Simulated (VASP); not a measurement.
# Si3F4 (F-43m) in VASP: further runs

The runs below take Si3F4 through single point, with PBE.

Everything below comes from runs of VASP 6.6.1. Logs are shortened: lines on timing, memory, paths and dates and some standing lists are left out, and cuts for length are marked.

## Step 1: The cell of the first run

The structure is cubic, space group F-43m (No. 216). The conventional cell has a = 7.428 Å, b = 7.428 Å, c = 7.428 Å, α = 90.00°, β = 90.00°, γ = 90.00°. Within 4.2 Å of Si (site symmetry -43m) lie 8 Si at 3.22 Å and 24 F at 3.39 to 4.11 Å. Within 3.4 Å of Si (site symmetry -43m) lie 4 F at 2.59 Å and 4 Si at 3.22 Å. Within 4.0 Å of Si (site symmetry -43m) lie 16 F at 3.07 to 3.84 Å and 10 Si at 3.22 to 3.71 Å. F (site symmetry 3m) has 3 F at 1.02 Å within 1.4 Å.

## Step 2: Single point, PBE

Input file INCAR:

```
SYSTEM = Si3F4
ALGO = Normal
EDIFF = 1E-6
ENCUT = 910
GGA = PE
GGA_COMPAT = .False.
ISIF = 2
ISMEAR = 0
LASPH = .True.
LCHARG = .False.
LREAL = .False.
LWAVE = .False.
NBANDS = 29
NELM = 120
PREC = Accurate
SIGMA = 0.1
```

Input file KPOINTS:

```
k-points
0
Gamma
  4 4 4
  0 0 0
```

Input file POSCAR:

```
Si3F4
1.0
    0.0000000000      3.7141017400      3.7141017400
    3.7141017400      0.0000000000      3.7141017400
    3.7141017400      3.7141017400      0.0000000000
Si F
3 4
Direct
    0.7500000000      0.7500000000      0.7500000000
    0.0000000000      0.0000000000      0.0000000000
    0.5000000000      0.5000000000      0.5000000000
    0.2016145000      0.2016145000      0.2016145000
    0.2016145000      0.2016145000      0.3951565000
    0.2016145000      0.3951565000      0.2016145000
    0.3951565000      0.2016145000      0.2016145000
```

Potentials or basis: VASP PAW PBE potentials, release 64 (Si, F_h).

Command:

```bash
$ cat potpaw_PBE.64/Si/POTCAR potpaw_PBE.64/F_h/POTCAR > POTCAR
$ mpirun -np 1 vasp_std > vasp.out
```

OUTCAR:

```text
SYSTEM = Si3F4
   EDIFF = 1E-6
   ENCUT = 910
   GGA = PE
   ISIF = 2
   ISMEAR = 0
   LASPH = .True.
   LREAL = .False.
   NELM = 120
   PREC = Accurate

 ion  position               nearest neighbor table
   1  0.750  0.750  0.750-
   2  0.000  0.000  0.000-
   3  0.500  0.500  0.500-
   4  0.202  0.202  0.202-   5 1.02   6 1.02   7 1.02
   5  0.202  0.202  0.395-   4 1.02   6 1.02   7 1.02
   6  0.202  0.395  0.202-   4 1.02   5 1.02   7 1.02
   7  0.395  0.202  0.202-   4 1.02   5 1.02   6 1.02

  LATTYP: Found a face centered cubic cell.
 ALAT       =     7.4282034800

  Lattice vectors:

 A1 = (   0.0000000000,   3.7141017400,   3.7141017400)
 A2 = (   3.7141017400,   0.0000000000,   3.7141017400)
 A3 = (   3.7141017400,   3.7141017400,   0.0000000000)

Analysis of symmetry for initial positions (statically):
=====================================================================
 Subroutine PRICEL returns:
 Original cell was already a primitive cell.

 Routine SETGRP: Setting up the symmetry group for a
 face centered cubic supercell.

 Subroutine GETGRP returns: Found 24 space group operations
 (whereof 24 operations were pure point group operations)
 out of a pool of 48 trial point group operations.

The static configuration has the point symmetry T_d .

Analysis of symmetry for dynamics (positions and initial velocities):
=====================================================================
 Subroutine PRICEL returns:
 Original cell was already a primitive cell.

 Routine SETGRP: Setting up the symmetry group for a
 face centered cubic supercell.

 Subroutine GETGRP returns: Found 24 space group operations
 (whereof 24 operations were pure point group operations)
 out of a pool of 48 trial point group operations.

The dynamic configuration has the point symmetry T_d .

 Subroutine INISYM returns: Found 24 space group operations
 (whereof 24 operations are pure point group operations),
 and found     1 'primitive' translations

----------------------------------------------------------------------------------------

                                     Primitive cell

  volume of cell :     102.4687

  direct lattice vectors                    reciprocal lattice vectors
     0.000000000  3.714101740  3.714101740    -0.134622053  0.134622053  0.134622053
     3.714101740  0.000000000  3.714101740     0.134622053 -0.134622053  0.134622053
     3.714101740  3.714101740  0.000000000     0.134622053  0.134622053 -0.134622053

  length of vectors
     5.252533053  5.252533053  5.252533053     0.233172235  0.233172235  0.233172235

  position of ions in fractional coordinates (direct lattice)
     0.750000000  0.750000000  0.750000000
     0.000000000  0.000000000  0.000000000
     0.500000000  0.500000000  0.500000000
     0.201614500  0.201614500  0.201614500
     0.201614500  0.201614500  0.395156500
     0.201614500  0.395156500  0.201614500
     0.395156500  0.201614500  0.201614500

  ion indices of the primitive-cell ions
   primitive index   ion index
                 1           1
                 2           2
                 3           3
                 4           4
                 5           5
                 6           6
                 7           7

----------------------------------------------------------------------------------------

 KPOINTS: k-points

Automatic generation of k-mesh.
 Grid dimensions read from file:
 generate k-points for:    4    4    4

 Generating k-lattice:

  Cartesian coordinates                     Fractional coordinates (reciprocal lattice)
    -0.033655513  0.033655513  0.033655513     0.250000000  0.000000000  0.000000000
     0.033655513 -0.033655513  0.033655513     0.000000000  0.250000000  0.000000000
     0.033655513  0.033655513 -0.033655513     0.000000000  0.000000000  0.250000000

  Length of vectors
     0.058293059  0.058293059  0.058293059

  Shift w.r.t. Gamma in fractional coordinates (k-lattice)
     0.000000000  0.000000000  0.000000000

 Subroutine IBZKPT returns following result:
 ===========================================

 Found      8 irreducible k-points:

 Following reciprocal coordinates:
            Coordinates               Weight
  0.000000  0.000000  0.000000      1.000000
  0.250000  0.000000  0.000000      8.000000
  0.500000  0.000000  0.000000      4.000000
  0.250000  0.250000  0.000000      6.000000
  0.500000  0.250000  0.000000     24.000000
 -0.250000  0.250000  0.000000     12.000000
  0.500000  0.500000  0.000000      3.000000
 -0.250000  0.500000  0.250000      6.000000
   k-points           NKPTS =      8   k-points in BZ     NKDIM =      8   number of bands    NBANDS=     29
   number of dos      NEDOS =    301   number of ions     NIONS =      7
   total plane-waves  NPLWV = 157464
   dimension x,y,z NGX =    54 NGY =   54 NGZ =   54
   dimension x,y,z NGXF=   108 NGYF=  108 NGZF=  108
   ions per type =               3   4
   NGX,Y,Z   is equivalent  to a cutoff of  17.09, 17.09, 17.09 a.u.
   NGXF,Y,Z  is equivalent  to a cutoff of  34.18, 34.18, 34.18 a.u.
 SYSTEM =  Si3F4
   PREC   = accura    normal or accurate (medium, high low for compatibility)
   ISTART =      0    job   : 0-new  1-cont  2-samecut
   ICHARG =      2    charge: 1-file 2-atom 10-const
   ISPIN  =      1    spin polarized calculation?
   LNONCOLLINEAR =      F non collinear calculations
   LSORBIT =      F    spin-orbit coupling
   LASPH  =      T    aspherical Exc in radial PAW
   ENCUT  =  910.0 eV  66.88 Ry    8.18 a.u.  12.92 12.92 12.92*2*pi/ulx,y,z
   NELM   =    120;   NELMIN=  2; NELMDL= -5     # of ELM steps
   EDIFF  = 0.1E-05   stopping-criterion for ELM
   LREAL  =      F    real-space projection
   EDIFFG = 0.1E-04   stopping-criterion for IOM
   NSW    =      0    number of steps for IOM
   IBRION =     -1    ionic relax: 0-MD 1-quasi-New 2-CG
   NFREE  =      0    steps in history (QN), initial steepest desc. (CG)
   ISIF   =      2    stress and relaxation
   ISYM   =      2    0-nonsym 1-usesym 2-fastsym
   POTIM  = 0.5000    time-step for ionic-motion
   TEBEG  =    0.0;   TEEND  =   0.0 temperature during run
   PSTRESS=    0.0 pullay stress
   NELECT =      40.0000    total number of electrons
   NUPDOWN=      -1.0000    fix difference up-down
   EMIN   =  10.00;   EMAX   =-10.00  energy-range for DOS
   EFERMI =   0.00;   METHOD = LEGACY
   ISMEAR =     0;   SIGMA  =   0.10  broadening in eV -4-tet -1-fermi 0-gaus
   EFERMI_NEDOS =   21; number of points for ismear=-14 and -15
   IALGO  =     38    algorithm
   IMIX   =      4    mixing-type and parameters
     AMIX     =   0.40;   BMIX     =  1.00
     AMIX_MAG =   1.60;   BMIX_MAG =  1.00
  volume/ion in A,a.u.               =      14.64        98.78
  Fermi-wavevector in a.u.,A,eV,Ry     =   1.196459  2.260979 19.476921  1.431513
  Thomas-Fermi vector in A             =   2.332398
   LORBIT       =      0    0 simple, 1 ext, 2 COOP (PROOUT), +10 PAW based schemes
   GGA     = PE    functional components
   LHFCALC =     F    Hartree Fock is set to
   AEXX    =    0.0000 exact exchange contribution
   IVDW    =     0    specifies the selected vdW correction
   LEPSILON=     F    determine dielectric tensor
   LRPA    =     F    only Hartree local field effects (RPA)
 non-spin polarized calculation
 Gauss-broadening in eV      SIGMA  =   0.10
  energy-cutoff  :      910.00
  volume of cell :      102.47
 maximum number of plane-waves:      6407
 NGX is ok and might be reduce to    54
   NGX = 25   NGY = 25   NGZ = 25

 number of electron      39.9999998 magnetization

 Free energy of the ion-electron system (eV)
  ---------------------------------------------------
  ext. energy  EPLUGINS =         0.00000000
  ---------------------------------------------------
  free energy    TOTEN  =       104.37031399 eV

  energy without entropy =      104.41004791  energy(sigma->0) =      104.39018095

 E-fermi :   6.1630     XC(G=0):  -9.7602

 val. band max:        5.9946818062   @ k =   0.2500   0.2500   0.0000
 cond. band min:       6.2064960064   @ k =   0.2500   0.2500   0.0000
 fundamental gap:      0.2118142002
 Fermi energy:         6.1630057521

 k-point     1 :       0.0000    0.0000    0.0000
  band No.  band energies     occupation
      1     -66.6304      2.00000
      2     -33.8800      2.00000
      3     -33.8800      2.00000
      4     -33.8800      2.00000
      5     -18.7233      2.00000
      6     -15.4170      2.00000
[... 21 lines left out ...]
     28      10.7457      0.00000
     29      10.7457      0.00000

 k-point     2 :       0.2500    0.0000    0.0000
  band No.  band energies     occupation
      1     -66.6305      2.00000
      2     -33.8805      2.00000
      3     -33.8801      2.00000
      4     -33.8801      2.00000
      5     -18.7136      2.00000
      6     -15.4167      2.00000
[... 21 lines left out ...]
     28      10.2669      0.00000
     29      11.4285      0.00000

 k-point     3 :       0.5000    0.0000    0.0000
  band No.  band energies     occupation
      1     -66.6305      2.00000
      2     -33.8808      2.00000
      3     -33.8802      2.00000
      4     -33.8802      2.00000
      5     -18.7041      2.00000
      6     -15.4166      2.00000
[... 21 lines left out ...]
     28       9.7579      0.00000
     29      13.1825      0.00000

 k-point     4 :       0.2500    0.2500    0.0000
  band No.  band energies     occupation
      1     -66.6304      2.00000
      2     -33.8804      2.00000
      3     -33.8801      2.00000
      4     -33.8801      2.00000
      5     -18.7105      2.00000
      6     -15.4178      2.00000
[... 21 lines left out ...]
     28       9.8951      0.00000
     29      10.6002      0.00000

 k-point     5 :       0.5000    0.2500    0.0000
  band No.  band energies     occupation
      1     -66.6306      2.00000
      2     -33.8808      2.00000
      3     -33.8804      2.00000
      4     -33.8803      2.00000
      5     -18.7009      2.00000
      6     -15.4177      2.00000
[... 21 lines left out ...]
     28       9.8742      0.00000
     29      12.5313      0.00000

 k-point     6 :      -0.2500    0.2500    0.0000
  band No.  band energies     occupation
      1     -66.6306      2.00000
      2     -33.8807      2.00000
      3     -33.8804      2.00000
      4     -33.8802      2.00000
      5     -18.7041      2.00000
      6     -15.4166      2.00000
[... 21 lines left out ...]
     28      10.3773      0.00000
     29      12.3343      0.00000

 k-point     7 :       0.5000    0.5000    0.0000
  band No.  band energies     occupation
      1     -66.6306      2.00000
      2     -33.8808      2.00000
      3     -33.8804      2.00000
      4     -33.8804      2.00000
      5     -18.6978      2.00000
      6     -15.4187      2.00000
[... 21 lines left out ...]
     28      10.1574      0.00000
     29      12.0991      0.00000

 k-point     8 :      -0.2500    0.5000    0.2500
  band No.  band energies     occupation
      1     -66.6305      2.00000
      2     -33.8806      2.00000
      3     -33.8805      2.00000
      4     -33.8804      2.00000
      5     -18.6978      2.00000
      6     -15.4177      2.00000
[... 21 lines left out ...]
     28       9.6840      0.00000
     29      13.4001      0.00000

------------------------ aborting loop because EDIFF is reached ----------------------------------------

  FORCE on cell =-STRESS in cart. coord.  units (eV):
  Direction    XX          YY          ZZ          XY          YZ          ZX
  --------------------------------------------------------------------------------------
  -------------------------------------------------------------------------------------
  Total      166.2447023    166.2447023    166.2447023      0.0000000     -0.0000000     -0.0000000
  in kB     2599.3634794   2599.3634794   2599.3634794      0.0000000     -0.0000000     -0.0000000
  external PRESSURE =    2599.3634794 kB  Pullay stress =       0.0000000 kB

 VOLUME and BASIS-vectors are now :
 -----------------------------------------------------------------------------
  energy-cutoff  :      910.00
  volume of cell :      102.47
      direct lattice vectors                 reciprocal lattice vectors
     0.000000000  3.714101740  3.714101740    -0.134622053  0.134622053  0.134622053
     3.714101740  0.000000000  3.714101740     0.134622053 -0.134622053  0.134622053
     3.714101740  3.714101740  0.000000000     0.134622053  0.134622053 -0.134622053

 POSITION                                       TOTAL-FORCE (eV/Angst)
 -----------------------------------------------------------------------------------
      5.57115      5.57115      5.57115         0.000000      0.000000      0.000000
      0.00000      0.00000      0.00000         0.000000      0.000000      0.000000
      3.71410      3.71410      3.71410         0.000000      0.000000      0.000000
      1.49763      1.49763      1.49763      -118.392555   -118.392555   -118.392555
      2.21647      2.21647      1.49763       118.392555    118.392555   -118.392555
      2.21647      1.49763      2.21647       118.392555   -118.392555    118.392555
      1.49763      2.21647      2.21647      -118.392555    118.392555    118.392555
 -----------------------------------------------------------------------------------
    total drift:                                0.000003      0.000003      0.000003

  FREE ENERGIE OF THE ION-ELECTRON SYSTEM (eV)
  ---------------------------------------------------
  free  energy   TOTEN  =       104.3703139918 eV

  energy  without entropy=      104.4100479147  energy(sigma->0) =      104.39018095
```

Run time: 55 s. Hardware: 1 thread of Intel Xeon Platinum 8559C (Emerald Rapids), shared host; peak memory 0.39 GiB.

Results:

```
Free energy            : 104.3703 eV
Pressure               : 259.9 GPa
Largest force          : 205.062 eV/Å
Band gap on the k mesh : zero (band 20 reaches 7.41 eV, above the bottom of band 21 at 5.01 eV)
```

Forces in eV/Å, atoms in the order of the input:
```
Si     0.000    0.000    0.000
Si     0.000    0.000    0.000
Si     0.000    0.000    0.000
F   -118.393 -118.393 -118.393
F    118.393  118.393 -118.393
F    118.393 -118.393  118.393
F   -118.393  118.393  118.393
```

Caveat: the k points lie up to 0.37 Å⁻¹ apart; the cutoff is under 1.25 times the usual one of these potentials, so pressure, stress and relaxed cells hold a basis-set (Pulay) error; forces of over 1 eV/Å act on the atoms, so gaps and moduli don't describe the material at rest.

## Step 3: Single point, PBE

This run uses another cell than the first one, of 16.06 Å³/atom, 1.097 times its volume.

Input file INCAR:

```
PREC = Accurate ; ENCUT = 910
EDIFF = 1E-6 ; ISMEAR = 0
SIGMA = 0.1 ; LREAL = False
LASPH = True ; NELM = 120
ALGO = Normal ; ISIF = 2
LWAVE = False ; LCHARG = False
GGA = PE ; NBANDS = 29
GGA_COMPAT = False
```

Input file KPOINTS:

```
regular mesh
0
Gamma
  4 4 4
```

Input file POSCAR:

```
Si3F4
1.0
    0.0000000000      3.8305726005      3.8305726005
    3.8305726005      0.0000000000      3.8305726005
    3.8305726005      3.8305726005      0.0000000000
Si F
3 4
Direct
    0.7500000000      0.7500000000      0.7500000000
    0.0000000000      0.0000000000      0.0000000000
    0.5000000000      0.5000000000      0.5000000000
    0.1192087196      0.1192087196      0.1192087196
    0.1192087196      0.1192087196      0.6423738411
    0.1192087196      0.6423738411      0.1192087196
    0.6423738411      0.1192087196      0.1192087196
```

Potentials or basis: VASP PAW PBE potentials, release 64 (Si, F_h).

Command:

```bash
$ cat potpaw_PBE.64/Si/POTCAR potpaw_PBE.64/F_h/POTCAR > POTCAR
$ mpirun -np 1 vasp_std > vasp.out
```

Wall time 89 s (1 thread of Intel Xeon Platinum 8488C (Sapphire Rapids), shared host); peak memory 0.39 GiB.

It converged, with:

```
Free energy            : -32.9731 eV
Pressure               : -0.4 GPa
Largest force          : 0.072 eV/Å
Band gap on the k mesh : zero (band 20 reaches 3.52 eV, above the bottom of band 21 at 3.35 eV)
```

Forces in eV/Å, atoms in the order of the input:
```
Si   0.000  0.000  0.000
Si   0.000  0.000  0.000
Si   0.000  0.000  0.000
F    0.041  0.041  0.041
F   -0.041 -0.041  0.041
F   -0.041  0.041 -0.041
F    0.041 -0.041 -0.041
```

Levels at points of the mesh, in eV from the Fermi level:
| k point | band 17 | band 18 | band 19 | band 20 | band 21 | band 22 | band 23 | band 24 |
| --- | --- | --- | --- | --- | --- | --- | --- | --- |
| (0.00, 0.00, 0.00) | -5.67 | -4.14 | -0.21 | -0.21 | -0.21 | 2.37 | 2.37 | 2.37 |
| (0.50, 0.00, 0.00) | -5.47 | -5.41 | -0.30 | -0.04 | -0.04 | 2.50 | 2.50 | 3.29 |
| (0.50, 0.50, 0.00) | -5.33 | -5.17 | -0.32 | -0.32 | 0.91 | 1.50 | 3.12 | 3.12 |

Caveat: the cutoff is under 1.25 times the usual one of these potentials, so pressure, stress and relaxed cells hold a basis-set (Pulay) error.

## Step 4: Single point, PBE

This run uses another cell than the first one, of 15.99 Å³/atom, 1.092 times its volume.

Input file INCAR:

```
ALGO = Normal
EDIFF = 1E-6
ENCUT = 910
GGA = PE
GGA_COMPAT = F
ISIF = 2
ISMEAR = 0
LASPH = T
LCHARG = F
LREAL = F
LWAVE = F
NBANDS = 29
NELM = 120
PREC = Accurate
SIGMA = 0.1
```

Input file KPOINTS:

```
k-points
0
Gamma
  8 8 8
```

Input file POSCAR:

```
Si3F4
1.0
    0.0000000000      3.8251071449      3.8251071449
    3.8251071449      0.0000000000      3.8251071449
    3.8251071449      3.8251071449      0.0000000000
Si F
3 4
Direct
    0.2500000000      0.2500000000      0.2500000000
    0.0000000000      0.0000000000      0.0000000000
    0.5000000000      0.5000000000      0.5000000000
    0.8806240122      0.3581279635      0.8806240122
    0.8806240122      0.8806240122      0.8806240122
    0.3581279635      0.8806240122      0.8806240122
    0.8806240122      0.8806240122      0.3581279635
```

Command:

```bash
$ cat potpaw_PBE.64/Si/POTCAR potpaw_PBE.64/F_h/POTCAR > POTCAR
$ mpirun -np 1 vasp_std > vasp.out
```

It took 2.4 min on 1 thread of AMD EPYC 9R45 (Zen 5), shared host; peak memory 0.45 GiB.

It converged, with:

| Item | Value |
| --- | --- |
| Free energy | -33.0153 eV |
| Pressure | -0.3 GPa |
| Largest force | 0.074 eV/Å |
| Band gap on the k mesh | zero (band 20 reaches 3.55 eV, above the bottom of band 21 at 3.37 eV) |

Forces in eV/Å, atoms in the order of the input:
```
Si   0.000  0.000  0.000
Si   0.000  0.000  0.000
Si   0.000  0.000  0.000
F    0.042 -0.042  0.042
F   -0.042 -0.042 -0.042
F   -0.042  0.042  0.042
F    0.042  0.042 -0.042
```

Levels at points of the mesh, in eV from the Fermi level:
```tsv
k point	band 18	band 19	band 20	band 21	band 22	band 23
(0.00, 0.00, 0.00)	-4.14	-0.23	-0.23	-0.23	2.37	2.37
(0.50, 0.00, 0.00)	-5.42	-0.31	-0.05	-0.05	2.50	2.50
(0.50, 0.50, 0.00)	-5.17	-0.33	-0.33	0.91	1.50	3.11
```

Caveat: the cutoff is under 1.25 times the usual one of these potentials, so pressure, stress and relaxed cells hold a basis-set (Pulay) error.

## Step 5: Overview

| cell | k mesh | gap on the mesh (eV) | pressure (GPa) | largest force (eV/Å) |
| --- | --- | --- | --- | --- |
| a = 5.253 Å, angles 60.0°, 7 atoms | 4 × 4 × 4 | none | 259.9 | 205.06 |
| a = 5.417 Å, angles 60.0°, 7 atoms | 4 × 4 × 4 | none | -0.4 | 0.07 |
| a = 5.410 Å, angles 60.0°, 7 atoms | 8 × 8 × 8 | none | -0.3 | 0.07 |

Alike in all rows: task single point; level PBE; potentials or basis VASP PAW PBE potentials, release 64 (Si, F_h); no spin polarisation; cutoff (eV) 910; smearing gaussian 0.1 eV.

Caveats: some runs use coarse meshes; the cutoff is under 1.25 times the usual one of these potentials, so pressure, stress and relaxed cells hold a basis-set (Pulay) error; forces of over 1 eV/Å act on the atoms, so gaps and moduli don't describe the material at rest (some runs).

Total energies depend on the potentials used, so only differences within one code and one set of settings carry meaning.
